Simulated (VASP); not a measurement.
# Ga3BSb2 (R-3m) in VASP: notebook

The runs below take Ga3BSb2 through single point, with PBE.

Everything below comes from runs of VASP 6.6.1. Logs are shortened: lines on timing, memory, paths and dates and some standing lists are left out, and cuts for length are marked.

### 1 The cell of the first run

Symmetry: R-3m, No. 166, trigonal system. Conventional cell: a = 6.230 Å, b = 6.230 Å, c = 10.931 Å, α = 90.00°, β = 90.00°, γ = 120.00°. Ga (site symmetry 2/m) has 2 B at 2.56 Å and 2 Sb at 2.83 Å and 4 Ga at 3.12 Å within 3.4 Å. B (site symmetry -3m) has 6 Ga at 2.56 Å within 3.4 Å. Sb (site symmetry 3m) has 9 Ga at 2.83 to 3.44 Å and 4 Sb at 2.93 to 3.67 Å and 3 B at 3.61 Å within 3.7 Å.

### 2 Single point, PBE

File INCAR:

```
SYSTEM = Ga3BSb2
PREC = Accurate
ENCUT = 520
EDIFF = 1E-6
ISMEAR = 0
SIGMA = 0.1
LREAL = .FALSE.
LASPH = .TRUE.
NELM = 60
ALGO = Normal
ISIF = 2
LWAVE = .FALSE.
LCHARG = .TRUE.
GGA = PE
LELF = .TRUE.
LVHAR = .TRUE.
NBANDS = 35
```

File KPOINTS:

```
regular mesh
0
G
  12 12 12
  0 0 0
```

File POSCAR:

```
Ga3BSb2
1.0
    3.1150443088      1.7984716702      3.6437780113
   -3.1150443088      1.7984716702      3.6437780113
    0.0000000000     -3.5969433404      3.6437780113
Ga B Sb
3 1 2
Direct
    0.0000000000      0.5000000000      0.0000000000
    0.5000000000      0.0000000000      0.0000000000
    0.0000000000      0.0000000000      0.5000000000
    0.0000000000      0.0000000000      0.0000000000
    0.6338206937      0.6338206937      0.6338206937
    0.3661793063      0.3661793063      0.3661793063
```

Potentials or basis: VASP PAW PBE potentials, release 64 (Ga_d, B, Sb).

Command:

```bash
> cat potpaw_PBE.64/Ga_d/POTCAR potpaw_PBE.64/B/POTCAR potpaw_PBE.64/Sb/POTCAR > POTCAR
> mpirun -np 1 vasp_std > vasp.out
```

OUTCAR:

```text
SYSTEM = Ga3BSb2
   PREC = Accurate
   ENCUT = 520
   EDIFF = 1E-6
   ISMEAR = 0
   LREAL = .FALSE.
   LASPH = .TRUE.
   NELM = 60
   ISIF = 2
   GGA = PE

 ion  position               nearest neighbor table
   1  0.000  0.500  0.000-   5 2.83   6 2.83
   2  0.500  0.000  0.000-   5 2.83   6 2.83
   3  0.000  0.000  0.500-   5 2.83   6 2.83
   4  0.000  0.000  0.000-
   5  0.634  0.634  0.634-   3 2.83   2 2.83   1 2.83   6 2.93   6 3.67   6 3.67   6 3.67
   6  0.366  0.366  0.366-   3 2.83   2 2.83   1 2.83   5 2.93   5 3.67   5 3.67   5 3.67

  LATTYP: Found a trigonal (rhomboedric) cell.
 ALAT       =     5.1200702720
 COS(alpha) =     0.2597019432

  Lattice vectors:

 A1 = (   3.1150443088,   1.7984716702,   3.6437780113)
 A2 = (  -3.1150443088,   1.7984716702,   3.6437780113)
 A3 = (   0.0000000000,  -3.5969433404,   3.6437780113)

Analysis of symmetry for initial positions (statically):
=====================================================================
 Subroutine PRICEL returns:
 Original cell was already a primitive cell.

 Routine SETGRP: Setting up the symmetry group for a
 trigonal (rhombohedral) supercell.

 Subroutine GETGRP returns: Found 12 space group operations
 (whereof 12 operations were pure point group operations)
 out of a pool of 12 trial point group operations.

The static configuration has the point symmetry D_3d.

Analysis of symmetry for dynamics (positions and initial velocities):
=====================================================================
 Subroutine PRICEL returns:
 Original cell was already a primitive cell.

 Routine SETGRP: Setting up the symmetry group for a
 trigonal (rhombohedral) supercell.

 Subroutine GETGRP returns: Found 12 space group operations
 (whereof 12 operations were pure point group operations)
 out of a pool of 12 trial point group operations.

The dynamic configuration has the point symmetry D_3d.

 Subroutine INISYM returns: Found 12 space group operations
 (whereof 12 operations are pure point group operations),
 and found     1 'primitive' translations

----------------------------------------------------------------------------------------

                                     Primitive cell

  volume of cell :     122.4816

  direct lattice vectors                    reciprocal lattice vectors
     3.115044309  1.798471670  3.643778011     0.160511360  0.092671277  0.091480143
    -3.115044309  1.798471670  3.643778011    -0.160511360  0.092671277  0.091480143
     0.000000000 -3.596943340  3.643778011     0.000000000 -0.185342554  0.091480143

  length of vectors
     5.120070272  5.120070272  5.120070272     0.206689330  0.206689330  0.206689330

  position of ions in fractional coordinates (direct lattice)
     0.000000000  0.500000000  1.000000000
     0.500000000  0.000000000  1.000000000
     1.000000000  1.000000000  0.500000000
     0.000000000  0.000000000  0.000000000
     0.633820694  0.633820694  0.633820694
     0.366179306  0.366179306  0.366179306

  ion indices of the primitive-cell ions
   primitive index   ion index
                 1           1
                 2           2
                 3           3
                 4           4
                 5           5
                 6           6

----------------------------------------------------------------------------------------

 KPOINTS: regular mesh

Automatic generation of k-mesh.
 Grid dimensions read from file:
 generate k-points for:   12   12   12

 Generating k-lattice:

  Cartesian coordinates                     Fractional coordinates (reciprocal lattice)
     0.013375947  0.007722606  0.007623345     0.083333333  0.000000000 -0.000000000
    -0.013375947  0.007722606  0.007623345     0.000000000  0.083333333 -0.000000000
     0.000000000 -0.015445213  0.007623345    -0.000000000 -0.000000000  0.083333333

  Length of vectors
     0.017224111  0.017224111  0.017224111

  Shift w.r.t. Gamma in fractional coordinates (k-lattice)
     0.000000000  0.000000000  0.000000000

 Subroutine IBZKPT returns following result:
 ===========================================

 Found    189 irreducible k-points:

 Following reciprocal coordinates:
            Coordinates               Weight
  0.000000  0.000000  0.000000      1.000000
  0.083333 -0.000000  0.000000      6.000000
  0.166667 -0.000000  0.000000      6.000000
  0.250000  0.000000  0.000000      6.000000
  0.333333 -0.000000 -0.000000      6.000000
  0.416667 -0.000000 -0.000000      6.000000
[... 16 lines left out ...]
  0.500000  0.166667  0.000000     12.000000
 -0.416667  0.166667  0.000000     12.000000
 [... further k-points ...]
   k-points           NKPTS =    189   k-points in BZ     NKDIM =    189   number of bands    NBANDS=     35
   number of dos      NEDOS =    301   number of ions     NIONS =      6
   total plane-waves  NPLWV =  64000
   dimension x,y,z NGX =    40 NGY =   40 NGZ =   40
   dimension x,y,z NGXF=    80 NGYF=   80 NGZF=   80
   ions per type =               3   1   2
   NGX,Y,Z   is equivalent  to a cutoff of  12.99, 12.99, 12.99 a.u.
   NGXF,Y,Z  is equivalent  to a cutoff of  25.98, 25.98, 25.98 a.u.
 SYSTEM =  Ga3BSb2
   PREC   = accura    normal or accurate (medium, high low for compatibility)
   ISTART =      0    job   : 0-new  1-cont  2-samecut
   ICHARG =      2    charge: 1-file 2-atom 10-const
   ISPIN  =      1    spin polarized calculation?
   LNONCOLLINEAR =      F non collinear calculations
   LSORBIT =      F    spin-orbit coupling
   LASPH  =      T    aspherical Exc in radial PAW
   ENCUT  =  520.0 eV  38.22 Ry    6.18 a.u.   9.52  9.52  9.52*2*pi/ulx,y,z
   NELM   =     60;   NELMIN=  2; NELMDL= -5     # of ELM steps
   EDIFF  = 0.1E-05   stopping-criterion for ELM
   LREAL  =      F    real-space projection
   EDIFFG = 0.1E-04   stopping-criterion for IOM
   NSW    =      0    number of steps for IOM
   IBRION =     -1    ionic relax: 0-MD 1-quasi-New 2-CG
   NFREE  =      0    steps in history (QN), initial steepest desc. (CG)
   ISIF   =      2    stress and relaxation
   ISYM   =      2    0-nonsym 1-usesym 2-fastsym
   POTIM  = 0.5000    time-step for ionic-motion
   TEBEG  =    0.0;   TEEND  =   0.0 temperature during run
   PSTRESS=    0.0 pullay stress
   NELECT =      52.0000    total number of electrons
   NUPDOWN=      -1.0000    fix difference up-down
   EMIN   =  10.00;   EMAX   =-10.00  energy-range for DOS
   EFERMI =   0.00;   METHOD = LEGACY
   ISMEAR =     0;   SIGMA  =   0.10  broadening in eV -4-tet -1-fermi 0-gaus
   EFERMI_NEDOS =   21; number of points for ismear=-14 and -15
   IALGO  =     38    algorithm
   IMIX   =      4    mixing-type and parameters
     AMIX     =   0.40;   BMIX     =  1.00
     AMIX_MAG =   1.60;   BMIX_MAG =  1.00
  volume/ion in A,a.u.               =      20.41       137.76
  Fermi-wavevector in a.u.,A,eV,Ry     =   1.230417  2.325151 20.598210  1.513926
  Thomas-Fermi vector in A             =   2.365266
   LORBIT       =      0    0 simple, 1 ext, 2 COOP (PROOUT), +10 PAW based schemes
   GGA     = PE    functional components
   LHFCALC =     F    Hartree Fock is set to
   AEXX    =    0.0000 exact exchange contribution
   IVDW    =     0    specifies the selected vdW correction
   LEPSILON=     F    determine dielectric tensor
   LRPA    =     F    only Hartree local field effects (RPA)
 non-spin polarized calculation
 Gauss-broadening in eV      SIGMA  =   0.10
  energy-cutoff  :      520.00
  volume of cell :      122.48
 maximum number of plane-waves:      3332
 NGX is ok and might be reduce to    40
   NGX = 19   NGY = 19   NGZ = 19

 number of electron      52.0000014 magnetization

 Free energy of the ion-electron system (eV)
  ---------------------------------------------------
  ext. energy  EPLUGINS =         0.00000000
  ---------------------------------------------------
  free energy    TOTEN  =       -20.17994662 eV

  energy without entropy =      -20.16296650  energy(sigma->0) =      -20.17145656

 E-fermi :   6.4744     XC(G=0): -10.5443

 val. band max:        6.4730573460   @ k =  -0.1667   0.5000   0.1667
 cond. band min:       6.4759249051   @ k =   0.4167   0.3333  -0.0000
 fundamental gap:      0.0028675591
 Fermi energy:         6.4743842200

 k-point     1 :       0.0000    0.0000    0.0000
  band No.  band energies     occupation
      1      -8.4549      2.00000
      2      -8.4132      2.00000
      3      -8.4029      2.00000
      4      -8.4029      2.00000
      5      -8.3438      2.00000
      6      -8.3438      2.00000
[... 27 lines left out ...]
     34      12.3621      0.00000
     35      13.8219      0.00000

 k-point     2 :       0.0833   -0.0000    0.0000
  band No.  band energies     occupation
      1      -8.4528      2.00000
      2      -8.4105      2.00000
      3      -8.4024      2.00000
      4      -8.4001      2.00000
      5      -8.3445      2.00000
      6      -8.3430      2.00000
[... 27 lines left out ...]
     34      12.5536      0.00000
     35      13.8884      0.00000

 k-point     3 :       0.1667   -0.0000    0.0000
  band No.  band energies     occupation
      1      -8.4467      2.00000
      2      -8.4029      2.00000
      3      -8.4005      2.00000
      4      -8.3919      2.00000
      5      -8.3466      2.00000
      6      -8.3410      2.00000
[... 27 lines left out ...]
     34      12.9424      0.00000
     35      13.5078      0.00000
[... 723 lines left out ...]
 k-point    23 :       0.5000    0.1667    0.0000
  band No.  band energies     occupation
      1      -8.4158      2.00000
      2      -8.3890      2.00000
      3      -8.3666      2.00000
      4      -8.3559      2.00000
      5      -8.3440      2.00000
      6      -8.3318      2.00000
[... 27 lines left out ...]
     34      10.9639      0.00000
     35      11.7413      0.00000

 k-point    24 :      -0.4167    0.1667    0.0000
  band No.  band energies     occupation
      1      -8.4105      2.00000
      2      -8.3867      2.00000
      3      -8.3725      2.00000
      4      -8.3514      2.00000
      5      -8.3381      2.00000
      6      -8.3321      2.00000
[... 27 lines left out ...]
     34      10.9636      0.00000
     35      11.5554      0.00000

 [... further k-points ...]
[... 5 lines left out ...]
  --------------------------------------------------------------------------------------
  -------------------------------------------------------------------------------------
  Total        0.0101932      0.0101932      0.0723744      0.0000000      0.0000000      0.0000000
  in kB        0.1333371      0.1333371      0.9467268      0.0000000      0.0000000      0.0000000
  external PRESSURE =       0.4044670 kB  Pullay stress =       0.0000000 kB

 VOLUME and BASIS-vectors are now :
 -----------------------------------------------------------------------------
  energy-cutoff  :      520.00
  volume of cell :      122.48
      direct lattice vectors                 reciprocal lattice vectors
     3.115044309  1.798471670  3.643778011     0.160511360  0.092671277  0.091480143
    -3.115044309  1.798471670  3.643778011    -0.160511360  0.092671277  0.091480143
     0.000000000 -3.596943340  3.643778011     0.000000000 -0.185342554  0.091480143

 POSITION                                       TOTAL-FORCE (eV/Angst)
 -----------------------------------------------------------------------------------
     -1.55752      0.89924      1.82189        -0.000000     -0.000000      0.000000
      1.55752      0.89924      1.82189        -0.000000      0.000000      0.000000
      0.00000     -1.79847      1.82189         0.000000      0.000000      0.000000
      0.00000      0.00000      0.00000        -0.000000     -0.000000      0.000000
      0.00000      0.00000      6.92851        -0.000000     -0.000000     -0.017444
      0.00000      0.00000      4.00283        -0.000000     -0.000000      0.017444
 -----------------------------------------------------------------------------------
    total drift:                               -0.000000      0.000000     -0.000000

  FREE ENERGIE OF THE ION-ELECTRON SYSTEM (eV)
  ---------------------------------------------------
  free  energy   TOTEN  =       -20.1799466243 eV

  energy  without entropy=      -20.1629665012  energy(sigma->0) =      -20.17145656
```

It took 4.7 min on 1 thread of Intel Xeon 6975P-C (Granite Rapids), shared host; peak memory 0.75 GiB.

What came out:

```yaml
Free_energy: -20.1799 eV
Pressure: 0.0 GPa
Largest_force: 0.017 eV/Å
Band_gap_on_the_k_mesh: zero (band 26 reaches 8.81 eV, above the bottom of band 27 at 5.11 eV)
```

Forces in eV/Å, atoms in the order of the input:
```
Ga   0.000  0.000  0.000
Ga   0.000  0.000  0.000
Ga   0.000  0.000  0.000
B    0.000  0.000  0.000
Sb   0.000  0.000 -0.017
Sb   0.000  0.000  0.017
```

Stress tensor (GPa, compression positive):
```
0.01 0.00 0.00
0.00 0.01 0.00
0.00 0.00 0.09
```

Levels at points of the mesh, in eV from the Fermi level:
| k point | band 23 | band 24 | band 25 | band 26 | band 27 | band 28 | band 29 | band 30 |
| --- | --- | --- | --- | --- | --- | --- | --- | --- |
| (0.00, 0.00, 0.00) | -3.13 | -2.86 | -1.01 | -0.43 | -0.43 | -0.03 | 0.06 | 0.06 |
| (0.50, 0.00, 0.00) | -2.90 | -2.47 | -2.05 | -1.39 | -0.77 | 1.25 | 2.82 | 3.31 |
| (0.50, 0.50, 0.00) | -1.69 | -0.73 | -0.53 | -0.17 | 0.79 | 1.55 | 1.68 | 2.35 |
| (0.50, 0.50, 0.50) | -4.65 | -0.60 | -0.26 | 2.34 | 2.34 | 2.45 | 2.45 | 2.99 |

Caveat: spin-orbit coupling is left out, which moves the levels of the heavy elements.

### 3 Single point, PBE

This run uses another cell than the first one, of 20.99 Å³/atom, 1.028 times its volume.

File INCAR:

```
PREC = Accurate ; ENCUT = 520
EDIFF = 1E-6 ; ISMEAR = 0
SIGMA = 0.1 ; LREAL = False
LASPH = True ; NELM = 100
ALGO = Normal ; ISIF = 2
LWAVE = False ; LCHARG = False
GGA = PE ; NBANDS = 35
```

File KPOINTS:

```
regular mesh
0
Gamma
  6 6 6
```

File POSCAR:

```
Ga3BSb2
1.0
    2.8995525600      1.6740574500      4.3236839400
   -2.8995525600      1.6740574500      4.3236839400
    0.0000000000     -3.3481149000      4.3236839400
Ga B Sb
3 1 2
Direct
    0.0000000000      0.5000000000      0.0000000000
    0.5000000000      0.0000000000      0.0000000000
    0.0000000000      0.0000000000      0.5000000000
    0.0000000000      0.0000000000      0.0000000000
    0.6270700100      0.6270700100      0.6270700100
    0.3729299900      0.3729299900      0.3729299900
```

Potentials or basis: VASP PAW PBE potentials, release 64 (Ga_d, B, Sb).

Command:

```bash
> cat potpaw_PBE.64/Ga_d/POTCAR potpaw_PBE.64/B/POTCAR potpaw_PBE.64/Sb/POTCAR > POTCAR
> mpirun -np 1 vasp_std > vasp.out
```

Wall time 2.2 min (1 thread of Intel Xeon Platinum 8259CL at 2.50GHz (Skylake/Cascade Lake), shared host); peak memory 0.32 GiB.

Results (log left out):

```yaml
Free_energy: -19.8457 eV
Pressure: -2.8 GPa
Band_gap_on_the_k_mesh: zero (band 26 reaches 7.39 eV, above the bottom of band 27 at 4.69 eV)
```

Stress tensor (GPa, compression positive):
```
-1.94  0.00  0.00
 0.00 -1.94  0.00
 0.00  0.00 -4.60
```

Levels at points of the mesh, in eV from the Fermi level:
```tsv
k point	band 23	band 24	band 25	band 26	band 27	band 28	band 29	band 30
(0.00, 0.00, 0.00)	-3.33	-3.24	-2.99	-2.29	-1.39	-1.39	-0.40	-0.40
(0.50, 0.00, 0.00)	-3.84	-1.76	-1.05	-0.26	0.40	0.84	1.31	2.02
(0.50, 0.50, 0.00)	-0.96	-0.02	0.00	0.69	1.01	1.16	1.50	1.66
(0.50, 0.50, 0.50)	-4.16	-1.44	-0.79	0.56	0.56	1.59	1.59	3.14
```

Caveat: spin-orbit coupling is left out, which moves the levels of the heavy elements.
